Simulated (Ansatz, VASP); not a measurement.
## One calculation of KBr, two programs

```
CELL_PARAMETERS angstrom
2.40538 1.38875 3.78163
-2.40538 1.38875 3.78163
0.00000 -2.77749 3.78163
ATOMIC_POSITIONS crystal
K 0.37545 0.37545 0.37545
Br 0.87117 0.87117 0.87117
```

Alike in both runs: functional PBE; k mesh 4 × 4 × 4; occupations gaussian, width 0.15 eV; no spin polarisation.

Ansatz relaxed the structure, and its values are those at the end. VASP's run is a single point on that final structure, the one shown.

|  | VASP | Ansatz |
| --- | --- | --- |
| version | VASP 6.6.1 | Ansatz 0.2.0 |
| potentials or method | VASP PAW PBE potentials, release 64 (K_sv, Br), cutoff 500 eV | scalar-relativistic, plane waves, PAW |
| valence electrons in the cell | 16 | 16 |

```tsv
	VASP	Ansatz	Ansatz less VASP
gap on the k mesh at the Fermi level (eV)	4.24	4.24	+0.001
least direct gap on the mesh (eV)	4.24	4.24	+0.001
pressure (GPa)	0.0	-0.1	-0.03
rms of the force components (eV/Å)	0.026	0.025	-0.0004
```
